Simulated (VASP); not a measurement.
A run of VASP 6.6.1:

File INCAR:

```
SYSTEM = MgO
PREC = Accurate ; ENCUT = 520
EDIFF = 1E-6 ; ISMEAR = 0
SIGMA = 0.05 ; LREAL = .False.
LASPH = .True. ; NELM = 80
ALGO = Normal ; ISIF = 2
LWAVE = .False. ; LCHARG = .False.
GGA = PS ; NBANDS = 11
```

File KPOINTS:

```
regular mesh
0
Gamma
  10 10 10
  0 0 0
```

POSCAR

```
MgO
1.0
    0.0000000000      2.1071057202      2.1071057202
    2.1071057202      0.0000000000      2.1071057202
    2.1071057202      2.1071057202      0.0000000000
Mg O
1 1
Direct
    0.0296615397     -0.0296615397      0.0296615397
    0.5000000000      0.5000000000      0.5000000000
```

Potentials or basis: VASP PAW PBE potentials, release 64 (Mg, O).

Launch:

```sh
$ cat potpaw_PBE.64/Mg/POTCAR potpaw_PBE.64/O/POTCAR > POTCAR
$ mpirun -np 1 vasp_std > vasp.out
```

Hardware: 1 thread of Intel Xeon 8259CL, on a shared host.

Task: Estimate the wall time of this run.

Result: Wall time 23 s on 1 thread of Intel Xeon 8259CL (shared host), peak memory 0.15 GiB. Counts: scf iterations 11, k points 102.
